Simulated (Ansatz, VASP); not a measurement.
## Ru in VASP and in Ansatz

```xyz
2
Lattice="2.7227 0.0000 0.0000 -1.3613 2.3579 0.0000 0.0000 0.0000 4.2870" Properties=species:S:1:pos:R:3 pbc="T T T"
Ru    0.0000    1.5719    1.0718
Ru    1.3613    0.7860    3.2153
```

Alike in both runs: functional PBE; k mesh 16 × 16 × 9; occupations methfessel-paxton of order 1, width 0.1 eV; no spin polarisation.

Ansatz relaxed the structure, and its values are those at the end. VASP's run is a single point on that final structure, the one shown.

|  | VASP | Ansatz |
| --- | --- | --- |
| version | VASP 6.6.1 | Ansatz 0.2.0 |
| potentials or method | VASP PAW PBE potentials, release 64 (Ru_pv), cutoff 520 eV | plane-wave PAW DFT |
| valence electrons in the cell | 28 | 32 |

Ansatz gave:

```
pressure (GPa) : 0.0
```

Q: Estimate VASP's values.

A: Pressure (GPa): -0.1.

VASP's potentials hold 28 valence electrons a cell and Ansatz's 32, so a difference there can come from the potentials and not from the codes.
